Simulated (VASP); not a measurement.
# P (Cmce) in VASP: notebook

The runs below take P through single point, with PBE+D3(BJ).

Program: VASP 6.6.1. These are calculated values, not measurements. Logs are shortened: lines on timing, memory, paths and dates and some standing lists are left out, and cuts for length are marked.

## Step 1: The cell of the first run

It takes space group Cmce (No. 64, orthorhombic). The conventional cell has a = 3.416 Å, b = 10.479 Å, c = 3.942 Å, α = 90.00°, β = 90.00°, γ = 90.00°. Within 2.9 Å of P (site symmetry m) lie 3 P at 2.21 to 2.30 Å.

## Step 2: Single point, PBE+D3(BJ)

Contents of INCAR:

```
SYSTEM = P
ALGO = Normal ; EDIFF = 1E-6
ENCUT = 520 ; GGA = PE
ISIF = 2 ; ISMEAR = 0
IVDW = 12 ; LASPH = .True.
LCHARG = .True. ; LELF = .True.
LREAL = .False. ; LVHAR = .True.
LWAVE = .False. ; NBANDS = 18
NELM = 100 ; PREC = Accurate
SIGMA = 0.15
```

Contents of KPOINTS:

```
k-points
0
Gamma
  16 16 12
  0 0 0
```

Contents of POSCAR:

```
P
1.0
    1.7080826954     -5.2393779153      0.0000000000
    1.7080826954      5.2393779153      0.0000000000
    0.0000000000      0.0000000000      3.9415555415
P
4
Direct
    0.1063803446      0.8936196554      0.9280972034
    0.6063803446      0.3936196554      0.5719027966
    0.8936196554      0.1063803446      0.0719027966
    0.3936196554      0.6063803446      0.4280972034
```

Potentials or basis: VASP PAW PBE potentials, release 64 (P).

Run with:

```
$ cat potpaw_PBE.64/P/POTCAR > POTCAR
$ mpirun -np 1 vasp_std > vasp.out
```

OUTCAR:

```text
SYSTEM = P
   EDIFF = 1E-6
   ENCUT = 520
   GGA = PE
   ISIF = 2
   ISMEAR = 0
   IVDW = 12
   LASPH = .True.
   LREAL = .False.
   NELM = 100
   PREC = Accurate
 IVDW          = 12

 ion  position               nearest neighbor table
   1  0.106  0.894  0.928-   2 2.21   2 2.21   3 2.30
   2  0.606  0.394  0.572-   1 2.21   1 2.21   4 2.30
   3  0.894  0.106  0.072-   4 2.21   4 2.21   1 2.30
   4  0.394  0.606  0.428-   3 2.21   3 2.21   2 2.30

  LATTYP: Found a base centered orthorhombic cell.
 ALAT       =     3.4161653908
 B/A-ratio  =     3.0674029597
 C/A-ratio  =     1.1537952911

  Lattice vectors:

 A1 = (   1.7080826954,  -5.2393779153,   0.0000000000)
 A2 = (   1.7080826954,   5.2393779153,   0.0000000000)
 A3 = (   0.0000000000,   0.0000000000,   3.9415555415)

Analysis of symmetry for initial positions (statically):
=====================================================================
 Subroutine PRICEL returns:
 Original cell was already a primitive cell.

 Routine SETGRP: Setting up the symmetry group for a
 base centered orthorhombic supercell.

 Subroutine GETGRP returns: Found  8 space group operations
 (whereof  4 operations were pure point group operations)
 out of a pool of  8 trial point group operations.

The static configuration has the point symmetry C_2h.
 The point group associated with its full space group is D_2h.

Analysis of symmetry for dynamics (positions and initial velocities):
=====================================================================
 Subroutine PRICEL returns:
 Original cell was already a primitive cell.

 Routine SETGRP: Setting up the symmetry group for a
 base centered orthorhombic supercell.

 Subroutine GETGRP returns: Found  8 space group operations
 (whereof  4 operations were pure point group operations)
 out of a pool of  8 trial point group operations.

The dynamic configuration has the point symmetry C_2h.
 The point group associated with its full space group is D_2h.

 Subroutine INISYM returns: Found  8 space group operations
 (whereof  4 operations are pure point group operations),
 and found     1 'primitive' translations

----------------------------------------------------------------------------------------

                                     Primitive cell

  volume of cell :      70.5483

  direct lattice vectors                    reciprocal lattice vectors
     1.708082695 -5.239377915  0.000000000     0.292725874 -0.095431177  0.000000000
     1.708082695  5.239377915  0.000000000     0.292725874  0.095431177  0.000000000
     0.000000000  0.000000000  3.941555542     0.000000000  0.000000000  0.253706941

  length of vectors
     5.510773760  5.510773760  3.941555542     0.307888855  0.307888855  0.253706941

  position of ions in fractional coordinates (direct lattice)
     0.106380345  0.893619655  0.928097203
     0.606380345  0.393619655  0.571902797
     0.893619655  0.106380345  0.071902797
     0.393619655  0.606380345  0.428097203

  ion indices of the primitive-cell ions
   primitive index   ion index
                 1           1
                 2           2
                 3           3
                 4           4

----------------------------------------------------------------------------------------

 KPOINTS: k-points

Automatic generation of k-mesh.
 Grid dimensions read from file:
 generate k-points for:   16   16   12

 Generating k-lattice:

  Cartesian coordinates                     Fractional coordinates (reciprocal lattice)
     0.018295367 -0.005964449  0.000000000     0.062500000  0.000000000  0.000000000
     0.018295367  0.005964449  0.000000000     0.000000000  0.062500000  0.000000000
     0.000000000  0.000000000  0.021142245     0.000000000  0.000000000  0.083333333

  Length of vectors
     0.019243053  0.019243053  0.021142245

  Shift w.r.t. Gamma in fractional coordinates (k-lattice)
     0.000000000  0.000000000  0.000000000

 Subroutine IBZKPT returns following result:
 ===========================================

 Found    511 irreducible k-points:

 Following reciprocal coordinates:
            Coordinates               Weight
  0.000000  0.000000  0.000000      1.000000
  0.062500  0.000000  0.000000      4.000000
  0.125000  0.000000  0.000000      4.000000
  0.187500  0.000000  0.000000      4.000000
  0.250000  0.000000  0.000000      4.000000
  0.312500  0.000000  0.000000      4.000000
[... 16 lines left out ...]
 -0.125000  0.062500  0.000000      4.000000
 -0.062500  0.062500  0.000000      2.000000
 [... further k-points ...]
   k-points           NKPTS =    511   k-points in BZ     NKDIM =    511   number of bands    NBANDS=     18
   number of dos      NEDOS =    301   number of ions     NIONS =      4
   total plane-waves  NPLWV =  52920
   dimension x,y,z NGX =    42 NGY =   42 NGZ =   30
   dimension x,y,z NGXF=    84 NGYF=   84 NGZF=   60
   ions per type =               4
   NGX,Y,Z   is equivalent  to a cutoff of  12.67, 12.67, 12.65 a.u.
   NGXF,Y,Z  is equivalent  to a cutoff of  25.34, 25.34, 25.31 a.u.
 SYSTEM =  P
   PREC   = accura    normal or accurate (medium, high low for compatibility)
   ISTART =      0    job   : 0-new  1-cont  2-samecut
   ICHARG =      2    charge: 1-file 2-atom 10-const
   ISPIN  =      1    spin polarized calculation?
   LNONCOLLINEAR =      F non collinear calculations
   LSORBIT =      F    spin-orbit coupling
   LASPH  =      T    aspherical Exc in radial PAW
   ENCUT  =  520.0 eV  38.22 Ry    6.18 a.u.  10.25 10.25  7.33*2*pi/ulx,y,z
   NELM   =    100;   NELMIN=  2; NELMDL= -5     # of ELM steps
   EDIFF  = 0.1E-05   stopping-criterion for ELM
   LREAL  =      F    real-space projection
   EDIFFG = 0.1E-04   stopping-criterion for IOM
   NSW    =      0    number of steps for IOM
   IBRION =     -1    ionic relax: 0-MD 1-quasi-New 2-CG
   NFREE  =      0    steps in history (QN), initial steepest desc. (CG)
   ISIF   =      2    stress and relaxation
   ISYM   =      2    0-nonsym 1-usesym 2-fastsym
   POTIM  = 0.5000    time-step for ionic-motion
   TEBEG  =    0.0;   TEEND  =   0.0 temperature during run
   PSTRESS=    0.0 pullay stress
   NELECT =      20.0000    total number of electrons
   NUPDOWN=      -1.0000    fix difference up-down
   EMIN   =  10.00;   EMAX   =-10.00  energy-range for DOS
   EFERMI =   0.00;   METHOD = LEGACY
   ISMEAR =     0;   SIGMA  =   0.15  broadening in eV -4-tet -1-fermi 0-gaus
   EFERMI_NEDOS =   21; number of points for ismear=-14 and -15
   IALGO  =     38    algorithm
   IMIX   =      4    mixing-type and parameters
     AMIX     =   0.40;   BMIX     =  1.00
     AMIX_MAG =   1.60;   BMIX_MAG =  1.00
  volume/ion in A,a.u.               =      17.64       119.02
  Fermi-wavevector in a.u.,A,eV,Ry     =   1.075448  2.032302 15.736340  1.156588
  Thomas-Fermi vector in A             =   2.211305
   LORBIT       =      0    0 simple, 1 ext, 2 COOP (PROOUT), +10 PAW based schemes
   GGA     = PE    functional components
   LHFCALC =     F    Hartree Fock is set to
   AEXX    =    0.0000 exact exchange contribution
   IVDW    =    12    specifies the selected vdW correction
   LEPSILON=     F    determine dielectric tensor
   LRPA    =     F    only Hartree local field effects (RPA)
 non-spin polarized calculation
 Gauss-broadening in eV      SIGMA  =   0.15
  energy-cutoff  :      520.00
  volume of cell :       70.55
 maximum number of plane-waves:      1922
 NGX is ok and might be reduce to    42

 number of electron      19.9999998 magnetization

 Free energy of the ion-electron system (eV)
  ---------------------------------------------------
  ext. energy  EPLUGINS =         0.00000000
  ---------------------------------------------------
  free energy    TOTEN  =       -21.27968068 eV

  energy without entropy =      -21.27603085  energy(sigma->0) =      -21.27785577

 E-fermi :   7.3697     XC(G=0): -10.2687

 val. band max:        7.3625404065   @ k =   0.4375   0.4375   0.0000
 cond. band min:       7.3817278968   @ k =   0.4375   0.3125   0.0000
 fundamental gap:      0.0191874903
 Fermi energy:         7.3696806643

 k-point     1 :       0.0000    0.0000    0.0000
  band No.  band energies     occupation
      1      -8.5886      2.00000
      2      -5.4306      2.00000
      3      -1.0086      2.00000
      4       0.0843      2.00000
      5       2.6074      2.00000
      6       2.7057      2.00000
[... 10 lines left out ...]
     17      14.3180      0.00000
     18      14.4931      0.00000

 k-point     2 :       0.0625    0.0000    0.0000
  band No.  band energies     occupation
      1      -8.5413      2.00000
      2      -5.3936      2.00000
      3      -1.1073      2.00000
      4       0.1373      2.00000
      5       2.5770      2.00000
      6       2.6496      2.00000
[... 10 lines left out ...]
     17      13.9649      0.00000
     18      14.1858      0.00000

 k-point     3 :       0.1250    0.0000    0.0000
  band No.  band energies     occupation
      1      -8.3998      2.00000
      2      -5.2822      2.00000
      3      -1.4165      2.00000
      4       0.2951      2.00000
      5       1.9699      2.00000
      6       2.3717      2.00000
[... 10 lines left out ...]
     17      13.0074      0.00000
     18      14.1051      0.00000

 k-point     4 :       0.1875    0.0000    0.0000
  band No.  band energies     occupation
      1      -8.1650      2.00000
      2      -5.0957      2.00000
      3      -1.9395      2.00000
      4       0.5541      2.00000
      5       1.0366      2.00000
      6       2.2315      2.00000
[... 375 lines left out ...]
      4       0.4350      2.00000
      5       1.9539      2.00000
      6       2.4080      2.00000
[... 10 lines left out ...]
     17      13.0646      0.00000
     18      13.5432      0.00000

 k-point    23 :      -0.1250    0.0625    0.0000
  band No.  band energies     occupation
      1      -8.5215      2.00000
      2      -5.4563      2.00000
      3      -1.1011      2.00000
      4       0.2337      2.00000
      5       2.5328      2.00000
      6       2.6742      2.00000
[... 10 lines left out ...]
     17      13.5721      0.00000
     18      13.9825      0.00000

 k-point    24 :      -0.0625    0.0625    0.0000
  band No.  band energies     occupation
      1      -8.5786      2.00000
      2      -5.4627      2.00000
      3      -1.0044      2.00000
      4       0.1334      2.00000
      5       2.6206      2.00000
      6       2.6932      2.00000
[... 10 lines left out ...]
     17      13.7342      0.00000
     18      14.4583      0.00000

 [... further k-points ...]

------------------------ aborting loop because EDIFF is reached ----------------------------------------

 Edisp (eV)   -1.59458

 E8    (eV) :    -0.6045

  FORCE on cell =-STRESS in cart. coord.  units (eV):
  Direction    XX          YY          ZZ          XY          YZ          ZX
  --------------------------------------------------------------------------------------
  -------------------------------------------------------------------------------------
  Total      -0.87224    -2.29225     1.67671     0.00000     0.00000     0.00000
  in kB     -19.80888   -52.05792    38.07869     0.00000     0.00000     0.00000
  external pressure =      -11.26 kB  Pullay stress =        0.00 kB

 VOLUME and BASIS-vectors are now :
 -----------------------------------------------------------------------------
  energy-cutoff  :      520.00
  volume of cell :       70.55
      direct lattice vectors                 reciprocal lattice vectors
     1.708082695 -5.239377915  0.000000000     0.292725874 -0.095431177  0.000000000
     1.708082695  5.239377915  0.000000000     0.292725874  0.095431177  0.000000000
     0.000000000  0.000000000  3.941555542     0.000000000  0.000000000  0.253706941

 POSITION                                       TOTAL-FORCE (eV/Angst)
 -----------------------------------------------------------------------------------
      1.70808      4.12464      3.65815         0.000000      0.332629      0.624327
      1.70808     -1.11473      2.25419         0.000000      0.332629     -0.624327
      1.70808     -4.12464      0.28341         0.000000     -0.332629     -0.624327
      1.70808      1.11473      1.68737         0.000000     -0.332629      0.624327
 -----------------------------------------------------------------------------------
    total drift:                                0.000000      0.000000      0.000000

  FREE ENERGIE OF THE ION-ELECTRON SYSTEM (eV)
  ---------------------------------------------------
  free  energy   TOTEN  =       -22.8742591246 eV

  energy  without entropy=      -22.8706092901  energy(sigma->0) =      -22.87243421
```

It took 4.6 min on 1 thread of AMD EPYC 9R45 (Zen 5), shared host; peak memory 0.52 GiB.

What came out:

```yaml
Free_energy: -22.8743 eV
Pressure: -1.1 GPa
Largest_force: 0.707 eV/Å
Band_gap_on_the_k_mesh: zero (bands 10 and 11 overlap by 0.54 eV)
Dispersion_energy_per_atom: -0.399 eV
```

Forces in eV/Å, atoms in the order of the input:
```
P    0.000  0.333  0.624
P    0.000  0.333 -0.624
P    0.000 -0.333 -0.624
P    0.000 -0.333  0.624
```

Caveat: the stress differs along the axes, from -5 to 4 GPa.

## Step 3: Single point, PBE+D3(BJ)

This run uses another cell than the first one, of the same volume but with other edges.

Contents of INCAR:

```
ALGO = Normal
EDIFF = 1E-6
ENCUT = 520
GGA = PE
ISIF = 2
ISMEAR = 0
IVDW = 12
LASPH = T
LCHARG = F
LREAL = F
LWAVE = F
NBANDS = 18
NELM = 60
PREC = Accurate
SIGMA = 0.15
```

Contents of KPOINTS:

```
k-points
0
Gamma
  16 16 12
```

Contents of POSCAR:

```
P
1.0
    1.6093133239     -4.9364124529      0.0000000000
    1.6093133239      4.9364124529      0.0000000000
    0.0000000000      0.0000000000      4.4402172794
P
4
Direct
    0.1063803446      0.8936196554      0.9280972034
    0.6063803446      0.3936196554      0.5719027966
    0.8936196554      0.1063803446      0.0719027966
    0.3936196554      0.6063803446      0.4280972034
```

Potentials or basis: VASP PAW PBE potentials, release 64 (P).

Run with:

```
$ cat potpaw_PBE.64/P/POTCAR > POTCAR
$ mpirun -np 1 vasp_std > vasp.out
```

Run time: 5.2 min. Hardware: 1 thread of AMD EPYC 9R45 (Zen 5), shared host; peak memory 0.53 GiB.

It converged, with:

* Free energy: -22.8271 eV
* Pressure: 0.4 GPa
* Largest force: 0.943 eV/Å
* Band gap on the k mesh: zero (bands 10 and 11 overlap by 0.82 eV)
* Dispersion energy per atom: -0.397 eV

Forces in eV/Å, atoms in the order of the input:
```
P    0.000 -0.377 -0.865
P    0.000 -0.377  0.865
P    0.000  0.377  0.865
P    0.000  0.377 -0.865
```

Stress tensor (GPa, compression positive):
```
 2.32  0.00  0.00
 0.00  5.58  0.00
 0.00  0.00 -6.61
```

Levels at points of the mesh, in eV from the Fermi level:
```csv
k point,band 8,band 9,band 10,band 11,band 12,band 13
"(0.00, 0.00, 0.00)",-2.90,-1.93,-1.70,0.99,2.02,2.62
"(0.50, 0.00, 0.00)",-3.34,-2.69,-2.69,0.66,0.66,0.95
"(0.50, 0.50, 0.00)",-1.36,-1.14,0.37,0.63,1.36,2.83
"(0.00, 0.00, 0.50)",-2.28,-1.28,-1.28,2.14,2.14,2.71
"(0.50, 0.00, 0.50)",-5.58,-1.79,-1.79,2.06,2.06,3.44
"(0.50, 0.50, 0.50)",-2.40,-1.23,-1.23,1.94,1.94,2.91
```

Caveat: the stress differs along the axes, from -7 to 6 GPa.

(Continued in part 2 of 2.)

The gap in the log of VASP goes by the Fermi energy; the results here count the filled bands.